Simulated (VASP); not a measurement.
The system is CoO.

```xyz
2
Lattice="3.0359 0.0000 -0.0002 -1.5179 2.6291 0.0000 1.5178 0.8763 2.2345" Properties=species:S:1:pos:R:3 pbc="T T T"
Co    0.0000    0.0000    0.0000
O    -0.0001    1.7527    1.1172
```

Base run:

```yaml
Program: VASP 6.6.1
Functional: PBEsol
Potentials_or_basis: VASP PAW PBE potentials, release 64 (Co, O)
Cutoff: 520 eV
k_mesh: 12 × 12 × 15
Occupations: gaussian, width 0.1 eV
Spin: collinear spin, ferromagnetic start
Starting_moments: "[2.51, 0.3] μB"
```

Its results: pressure 0.1 GPa; net moment 2.63 μB per cell; site moments Co +2.34; O +0.25 μB.

Q: The run is repeated on the same cell with these changes: functional from PBEsol to RPBE. What comes out?

A: Pressure 17.4 GPa; net moment 2.63 μB per cell; site moments Co +2.36; O +0.23 μB.

RPBE binds less tightly than PBEsol, so the same cell stands under more pressure.

Caveats: the PAW data sets were made with another functional, which shifts forces and pressure a little; a cell with one magnetic atom can't hold antiferromagnetic order, which such compounds often take; the cell stands under pressure (at least some runs).
